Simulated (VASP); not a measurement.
The system is PtSe2.

```xyz
3
Lattice="0.0000 3.1459 3.1459 3.1459 0.0000 3.1459 3.1459 3.1459 0.0000" Properties=species:S:1:pos:R:3 pbc="T T T"
Pt    0.0000    0.0000    0.0000
Se    1.5730    1.5730    1.5730
Se    4.7189    4.7189    4.7189
```

```yaml
Program: VASP 6.6.1
Task: relaxation of cell and atoms
Functional: LDA
Potentials_or_basis: VASP PAW LDA potentials, release 64 (Pt, Se)
Cutoff: 600 eV
k_mesh: 6 × 6 × 6
Occupations: fermi-dirac, width 0.02 eV
Spin: no spin polarisation
```

At the start: pressure -6.9 GPa; volume 20.76 Å³/atom.

Question: Where does the relaxation end?

Answer: Over 4 steps the energy falls by 28.1 meV/atom and the volume is 19.53 Å³/atom (-5.9 %); space group Fm-3m (No. 225, to 0.1 Å) before and after.

Step by step:
```
step  energy change (eV)  largest force (eV/Å)  pressure (GPa)  volume (Å³)
   1              0.0000                0.0000           -6.93        62.27
   2              0.0489                0.0000           11.18        54.52
   3             -0.0841                0.0000           -0.13        58.66
   4             -0.0842                0.0000            0.04        58.59
```

Final structure:
```
Pt Se
1.0
     0.00000    3.08263    3.08263
     3.08263    0.00000    3.08263
     3.08263    3.08263    0.00000
Pt Se
1 2
Direct
  0.00000 0.00000 0.00000
  0.25000 0.25000 0.25000
  0.75000 0.75000 0.75000
```
